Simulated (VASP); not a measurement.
# Fe (P6/mmm) in VASP: single point with LDA

Aim: the single point of Fe with LDA.

All numbers are computed with VASP 6.6.1; they aren't measurements. Logs are shortened: lines on timing, memory, paths and dates and some standing lists are left out, and cuts for length are marked.

**1. The cell of the first run**

Symmetry: P6/mmm, No. 191, hexagonal system. Conventional cell: a = 3.681 Å, b = 3.681 Å, c = 2.301 Å, α = 90.00°, β = 90.00°, γ = 120.00°. Within 3.0 Å of Fe (site symmetry 6/mmm) lie 14 Fe at 2.30 to 2.42 Å. Within 2.8 Å of Fe (site symmetry -6m2) lie 11 Fe at 2.13 to 2.42 Å.

This isn't the form of Fe at room conditions, which is bcc.

**2. Single point, LDA, collinear spin, ferromagnetic start**

File INCAR:

```
SYSTEM = Fe
PREC     = Accurate       ! precision mode
ENCUT    = 690            ! plane-wave cutoff, eV
EDIFF    = 1E-6           ! SCF threshold, eV
ISMEAR   = -1             ! smearing method
SIGMA    = 0.05           ! smearing width, eV
LREAL    = .FALSE.        ! projectors in reciprocal space
LASPH    = .TRUE.         ! aspherical terms in the spheres
NELM     = 200            ! most SCF steps
ALGO     = Normal         ! electronic algorithm
ISIF     = 2              ! what is computed and relaxed
LWAVE    = .FALSE.        ! write WAVECAR
LCHARG   = .FALSE.        ! write CHGCAR
ISPIN    = 2              ! spin polarisation
MAGMOM   = 2.5 2.5 2.5    ! initial moments
LORBIT   = 11             ! projections on sites
LMAXMIX  = 4              ! l up to which the mixer works
GGA      = CA             ! functional
NBANDS   = 35             ! bands
GGA_COMPAT= .FALSE.
```

File KPOINTS:

```
regular mesh
0
G
  10 10 13
  0 0 0
```

File POSCAR:

```
Fe
1.0
    3.6807492721      0.0000000000      0.0000000000
   -1.8403746360      3.1876223746      0.0000000000
    0.0000000000      0.0000000000      2.3013427708
Fe
3
Direct
    0.0000000000      0.0000000000      0.0000000000
    0.3333333333      0.6666666667      0.5000000000
    0.6666666667      0.3333333333      0.5000000000
```

Potentials or basis: VASP PAW LDA potentials, release 64 (Fe_sv).

Started as:

```bash
> cat potpaw_LDA.64/Fe_sv/POTCAR > POTCAR
> mpirun -np 1 vasp_std > vasp.out
```

OUTCAR:

```text
SYSTEM = Fe
   PREC = Accurate
   ENCUT = 690
   EDIFF = 1E-6
   ISMEAR = -1
   LREAL = .FALSE.
   LASPH = .TRUE.
   NELM = 200
   ISIF = 2
   ISPIN = 2
   LORBIT = 11
   GGA = CA

 ion  position               nearest neighbor table
   1  0.000  0.000  0.000-   2 2.42   3 2.42   2 2.42   3 2.42   2 2.42   2 2.42   3 2.42   3 2.42
                             3 2.42   3 2.42   2 2.42   2 2.42
   2  0.333  0.667  0.500-   3 2.13   3 2.13   3 2.13   1 2.42   1 2.42   1 2.42   1 2.42   1 2.42
                             1 2.42
   3  0.667  0.333  0.500-   2 2.13   2 2.13   2 2.13   1 2.42   1 2.42   1 2.42   1 2.42   1 2.42
                             1 2.42

  LATTYP: Found a hexagonal cell.
 ALAT       =     3.6807492721
 C/A-ratio  =     0.6252375809

  Lattice vectors:

 A1 = (   3.6807492721,   0.0000000000,   0.0000000000)
 A2 = (  -1.8403746360,   3.1876223746,   0.0000000000)
 A3 = (   0.0000000000,   0.0000000000,   2.3013427708)

Analysis of symmetry for initial positions (statically):
=====================================================================
 Subroutine PRICEL returns:
 Original cell was already a primitive cell.

 Routine SETGRP: Setting up the symmetry group for a
 hexagonal supercell.

 Subroutine GETGRP returns: Found 24 space group operations
 (whereof 24 operations were pure point group operations)
 out of a pool of 24 trial point group operations.

The static configuration has the point symmetry D_6h.

Analysis of symmetry for dynamics (positions and initial velocities):
=====================================================================
 Subroutine PRICEL returns:
 Original cell was already a primitive cell.

 Routine SETGRP: Setting up the symmetry group for a
 hexagonal supercell.

 Subroutine GETGRP returns: Found 24 space group operations
 (whereof 24 operations were pure point group operations)
 out of a pool of 24 trial point group operations.

The dynamic configuration has the point symmetry D_6h.

Analysis of structural, dynamic, and magnetic symmetry:
=====================================================================
 Subroutine PRICEL returns:
 Original cell was already a primitive cell.

 Routine SETGRP: Setting up the symmetry group for a
 hexagonal supercell.

 Subroutine GETGRP returns: Found 24 space group operations
 (whereof 24 operations were pure point group operations)
 out of a pool of 24 trial point group operations.

The overall configuration has the point symmetry D_6h.

 Subroutine INISYM returns: Found 24 space group operations
 (whereof 24 operations are pure point group operations),
 and found     1 'primitive' translations

----------------------------------------------------------------------------------------

                                     Primitive cell

  volume of cell :      27.0013

  direct lattice vectors                    reciprocal lattice vectors
     3.680749272  0.000000000  0.000000000     0.271683814  0.156856723  0.000000000
    -1.840374636  3.187622375  0.000000000     0.000000000  0.313713446  0.000000000
     0.000000000  0.000000000  2.301342771     0.000000000  0.000000000  0.434528925

  length of vectors
     3.680749272  3.680749272  2.301342771     0.313713446  0.313713446  0.434528925

  position of ions in fractional coordinates (direct lattice)
     0.000000000  0.000000000  0.000000000
     0.333333333  0.666666667  0.500000000
     0.666666667  0.333333333  0.500000000

  ion indices of the primitive-cell ions
   primitive index   ion index
                 1           1
                 2           2
                 3           3

----------------------------------------------------------------------------------------

 KPOINTS: regular mesh

Automatic generation of k-mesh.
 Grid dimensions read from file:
 generate k-points for:   10   10   13

 Generating k-lattice:

  Cartesian coordinates                     Fractional coordinates (reciprocal lattice)
     0.027168381  0.015685672  0.000000000     0.100000000  0.000000000  0.000000000
     0.000000000  0.031371345  0.000000000     0.000000000  0.100000000  0.000000000
     0.000000000  0.000000000  0.033425302     0.000000000  0.000000000  0.076923077

  Length of vectors
     0.031371345  0.031371345  0.033425302

  Shift w.r.t. Gamma in fractional coordinates (k-lattice)
     0.000000000  0.000000000  0.000000000

 Subroutine IBZKPT returns following result:
 ===========================================

 Found     98 irreducible k-points:

 Following reciprocal coordinates:
            Coordinates               Weight
  0.000000  0.000000  0.000000      1.000000
  0.100000 -0.000000  0.000000      6.000000
  0.200000 -0.000000  0.000000      6.000000
  0.300000  0.000000  0.000000      6.000000
  0.400000 -0.000000  0.000000      6.000000
  0.500000 -0.000000  0.000000      3.000000
[... 16 lines left out ...]
  0.300000  0.100000  0.076923     24.000000
  0.400000  0.100000  0.076923     24.000000
 [... further k-points ...]
   k-points           NKPTS =     98   k-points in BZ     NKDIM =     98   number of bands    NBANDS=     35
   number of dos      NEDOS =    301   number of ions     NIONS =      3
   total plane-waves  NPLWV =  20480
   dimension x,y,z NGX =    32 NGY =   32 NGZ =   20
   dimension x,y,z NGXF=    64 NGYF=   64 NGZF=   40
   ions per type =               3
   NGX,Y,Z   is equivalent  to a cutoff of  14.45, 14.45, 14.45 a.u.
   NGXF,Y,Z  is equivalent  to a cutoff of  28.91, 28.91, 28.90 a.u.
 SYSTEM =  Fe
   PREC   = accura    normal or accurate (medium, high low for compatibility)
   ISTART =      0    job   : 0-new  1-cont  2-samecut
   ICHARG =      2    charge: 1-file 2-atom 10-const
   ISPIN  =      2    spin polarized calculation?
   LNONCOLLINEAR =      F non collinear calculations
   LSORBIT =      F    spin-orbit coupling
   LASPH  =      T    aspherical Exc in radial PAW
   ENCUT  =  690.0 eV  50.71 Ry    7.12 a.u.   7.88  7.88  4.93*2*pi/ulx,y,z
   NELM   =    200;   NELMIN=  2; NELMDL= -5     # of ELM steps
   EDIFF  = 0.1E-05   stopping-criterion for ELM
   LREAL  =      F    real-space projection
   EDIFFG = 0.1E-04   stopping-criterion for IOM
   NSW    =      0    number of steps for IOM
   IBRION =     -1    ionic relax: 0-MD 1-quasi-New 2-CG
   NFREE  =      0    steps in history (QN), initial steepest desc. (CG)
   ISIF   =      2    stress and relaxation
   ISYM   =      2    0-nonsym 1-usesym 2-fastsym
   POTIM  = 0.5000    time-step for ionic-motion
   TEBEG  =    0.0;   TEEND  =   0.0 temperature during run
   PSTRESS=    0.0 pullay stress
   NELECT =      48.0000    total number of electrons
   NUPDOWN=      -1.0000    fix difference up-down
   EMIN   =  10.00;   EMAX   =-10.00  energy-range for DOS
   EFERMI =   0.00;   METHOD = LEGACY
   ISMEAR =    -1;   SIGMA  =   0.05  broadening in eV -4-tet -1-fermi 0-gaus
   EFERMI_NEDOS =   21; number of points for ismear=-14 and -15
   IALGO  =     38    algorithm
   IMIX   =      4    mixing-type and parameters
     AMIX     =   0.40;   BMIX     =  1.00
     AMIX_MAG =   1.60;   BMIX_MAG =  1.00
  volume/ion in A,a.u.               =       9.00        60.74
  Fermi-wavevector in a.u.,A,eV,Ry     =   1.983172  3.747652 53.511336  3.932972
  Thomas-Fermi vector in A             =   3.002853
   LORBIT       =     11    0 simple, 1 ext, 2 COOP (PROOUT), +10 PAW based schemes
   GGA     = CA    functional components
   LHFCALC =     F    Hartree Fock is set to
   AEXX    =    0.0000 exact exchange contribution
   IVDW    =     0    specifies the selected vdW correction
   LEPSILON=     F    determine dielectric tensor
   LRPA    =     F    only Hartree local field effects (RPA)
 spin polarized calculation
  energy-cutoff  :      690.00
  volume of cell :       27.00
 maximum number of plane-waves:      1126
 NGX is ok and might be reduce to    32
   NGX = 15   NGY = 15   NGZ =  9

 number of electron      47.9999987 magnetization       0.0034098

 number of electron      47.9999987 magnetization      -0.0006291

 Free energy of the ion-electron system (eV)
  ---------------------------------------------------
  ext. energy  EPLUGINS =         0.00000000
  ---------------------------------------------------
  free energy    TOTEN  =       -27.76221438 eV

  energy without entropy =      -27.72702699  energy(sigma->0) =      -27.74462069

 E-fermi :  16.0485     XC(G=0): -15.6484

 val. band max:       16.0477701902   @ k =   0.1000  -0.0000   0.3077
 cond. band min:      16.0501984770   @ k =   0.1000  -0.0000   0.2308
 fundamental gap:      0.0024282868
 Fermi energy:        16.0484770133

 spin component 1

 k-point     1 :       0.0000    0.0000    0.0000
  band No.  band energies     occupation
      1     -70.6130      1.00000
      2     -70.3146      1.00000
      3     -70.2811      1.00000
      4     -37.4940      1.00000
      5     -37.4940      1.00000
      6     -37.1260      1.00000
[... 27 lines left out ...]
     34      28.6089      0.00000
     35      34.0320      0.00000
[... 843 lines left out ...]
      5     -37.3423      1.00000
      6     -37.0808      1.00000
[... 27 lines left out ...]
     34      35.8430      0.00000
     35      37.0508      0.00000

 [... further k-points ...]

 spin component 2

 k-point     1 :       0.0000    0.0000    0.0000
  band No.  band energies     occupation
      1     -70.6134      1.00000
      2     -70.3143      1.00000
      3     -70.2816      1.00000
      4     -37.4944      1.00000
      5     -37.4944      1.00000
      6     -37.1259      1.00000
[... 27 lines left out ...]
     34      28.6087      0.00000
     35      34.0320      0.00000
[... 843 lines left out ...]
      5     -37.3427      1.00000
      6     -37.0808      1.00000
[... 27 lines left out ...]
     34      35.8430      0.00000
     35      37.0507      0.00000

 [... further k-points ...]

------------------------ aborting loop because EDIFF is reached ----------------------------------------

  FORCE on cell =-STRESS in cart. coord.  units (eV):
  Direction    XX          YY          ZZ          XY          YZ          ZX
  --------------------------------------------------------------------------------------
  -------------------------------------------------------------------------------------
  Total        4.9700898      4.9700898      4.9600457      0.0000000     -0.0000000     -0.0000000
  in kB      294.9106177    294.9106177    294.3146295      0.0000000     -0.0000000     -0.0000000
  external PRESSURE =     294.7119550 kB  Pullay stress =       0.0000000 kB

 VOLUME and BASIS-vectors are now :
 -----------------------------------------------------------------------------
  energy-cutoff  :      690.00
  volume of cell :       27.00
      direct lattice vectors                 reciprocal lattice vectors
     3.680749272  0.000000000  0.000000000     0.271683814  0.156856723  0.000000000
    -1.840374636  3.187622375  0.000000000     0.000000000  0.313713446  0.000000000
     0.000000000  0.000000000  2.301342771     0.000000000  0.000000000  0.434528925

 POSITION                                       TOTAL-FORCE (eV/Angst)
 -----------------------------------------------------------------------------------
      0.00000      0.00000      0.00000        -0.000000     -0.000000      0.000000
     -0.00000      2.12508      1.15067         0.000000     -0.000000      0.000000
      1.84037      1.06254      1.15067        -0.000000      0.000000      0.000000
 -----------------------------------------------------------------------------------
    total drift:                               -0.000000      0.000000      0.000000

  FREE ENERGIE OF THE ION-ELECTRON SYSTEM (eV)
  ---------------------------------------------------
  free  energy   TOTEN  =       -27.7622143844 eV

  energy  without entropy=      -27.7270269922  energy(sigma->0) =      -27.74462069

 total charge

# of ion       s       p       d       tot
------------------------------------------
    1        2.222   6.075   5.600  13.898
    2        2.241   6.081   5.650  13.972
    3        2.241   6.081   5.650  13.972
--------------------------------------------------
tot          6.704  18.238  16.900  41.842

 magnetization (x)

# of ion       s       p       d       tot
------------------------------------------
    1        0.000  -0.000   0.000   0.000
    2        0.000   0.000  -0.000  -0.000
    3        0.000   0.000  -0.000  -0.000
--------------------------------------------------
tot          0.000   0.000  -0.000  -0.000
```

Wall time 5.9 min (1 thread of Intel Xeon Platinum 8259CL at 2.50GHz (Skylake/Cascade Lake), shared host); peak memory 0.28 GiB.

What came out:

| Item | Value |
| --- | --- |
| Free energy | -27.7622 eV |
| Pressure | 29.5 GPa |
| Band gap on the k mesh | zero (filled and empty bands overlap) |
| Net moment | 0.00 μB per cell |
| Valence electrons inside the program's atomic spheres | Fe 13.90, 13.97 (each value once) |

Levels at points of the mesh, in eV from the Fermi level:
Spin up:
| k point | band 21 | band 22 | band 23 | band 24 | band 25 | band 26 | band 27 | band 28 |
| --- | --- | --- | --- | --- | --- | --- | --- | --- |
| (0.00, 0.00, 0.00) | -1.67 | -1.67 | -1.06 | -1.06 | -0.97 | -0.97 | 1.20 | 1.20 |
| (0.50, 0.00, 0.00) | -2.03 | -0.88 | -0.81 | 0.31 | 0.59 | 0.63 | 0.63 | 0.73 |
Spin down:
```csv
k point,band 20,band 21,band 22,band 23,band 24,band 25,band 26,band 27,band 28,band 29
"(0.00, 0.00, 0.00)",-2.24,-1.67,-1.67,-1.06,-1.06,-0.97,-0.97,1.20,1.20,8.95
"(0.50, 0.00, 0.00)",-2.22,-2.03,-0.88,-0.81,0.31,0.59,0.63,0.63,0.73,0.97
```

Caveat: the cell stands under pressure; the moments typed at the start vanished in this run.
